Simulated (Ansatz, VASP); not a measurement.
**SnTe: VASP beside Ansatz**

POSCAR

```
SnTe
1.0
    0.0000000000      3.6111460000      3.6111460000
    3.6111460000      0.0000000000      3.6111460000
    3.6111460000      3.6111460000      0.0000000000
Te Sn
1 1
Direct
    0.2500000000      0.2500000000      0.2500000000
    0.0000000000      0.0000000000      0.0000000000
```

File INCAR.step1:

```
PREC = Accurate
ENCUT = 600
ISMEAR = -1
SIGMA = 0.05
LREAL = False
LASPH = True
NELM = 100
GGA = PE
ALGO = Normal
EDIFF = 1E-4
LWAVE = True
LCHARG = False
```

Contents of INCAR.step2:

```
PREC = Accurate
ENCUT = 600
EDIFF = 1E-6
ISMEAR = -1
SIGMA = 0.05
LREAL = False
LASPH = True
NELM = 100
ALGO = Normal
ISIF = 3
LWAVE = False
LCHARG = False
METAGGA = R2SCAN
LMIXTAU = True
IBRION = 2
NSW = 60
EDIFFG = -0.01
ISTART = 1
```

Contents of KPOINTS:

```
regular mesh
0
Gamma
  7 7 7
```

Contents of input.yaml:

```yaml
crystal:
  lattice:
    - [0.0, 3.611146, 3.611146]
    - [3.611146, 0.0, 3.611146]
    - [3.611146, 3.611146, 0.0]
  atoms:
    - { symbol: Te, position: [0.25, 0.25, 0.25] }
    - { symbol: Sn, position: [0.0, 0.0, 0.0] }
hamiltonian:
  xc: r2scan
  pseudopotentials: { kind: paw }
kpoints:
  mp_grid: { grid: [7, 7, 7] }
scf:
  occupations: { method: fermi_dirac, width: 0.05 }
output:
  forces: true
  stress: true
  eigenvalues: true
  write_density: true
  write_potential: true
  elf: true
  volumetric_format: npy
relax:
  f_tol: 0.01
  max_steps: 40
  cell: { stress_tol: 0.05 }
```

Alike in both runs: task relaxation of cell and atoms; functional r2SCAN; k mesh 7 × 7 × 7; occupations fermi-dirac, width 0.05 eV; no spin polarisation.

|  | VASP | Ansatz |
| --- | --- | --- |
| version | VASP 6.6.1 | Ansatz 0.2.0 |
| potentials or method | VASP PAW PBE potentials, release 64 (Te, Sn_d) | Ansatz PAW |
| plane-wave cutoff (eV) | 600 | 500 |
| valence electrons in the cell | 20 | 30 |

```csv
,VASP,Ansatz,Ansatz less VASP
"gap on the k mesh at the Fermi level, each at its own relaxed structure (eV)",0.34,0.34,+0.001
relaxed volume (Å³/atom),46.03,46.01,-0.022
relaxed cell length with the largest relative difference (Å),5.068,5.068,-0.0008
```

VASP's potentials were made for PBE, not for r2SCAN. VASP's potentials hold 20 valence electrons a cell and Ansatz's 30, so a difference there can come from the potentials and not from the codes.

Neither program's run includes spin-orbit coupling. Noted on Ansatz's run: odd divisions of the mesh miss points on the zone boundary, where band edges often lie, so the gap on the mesh can be too wide; the plane-wave basis is chosen anew once the cell has moved, so the energies of steps on either side of that aren't comparable.
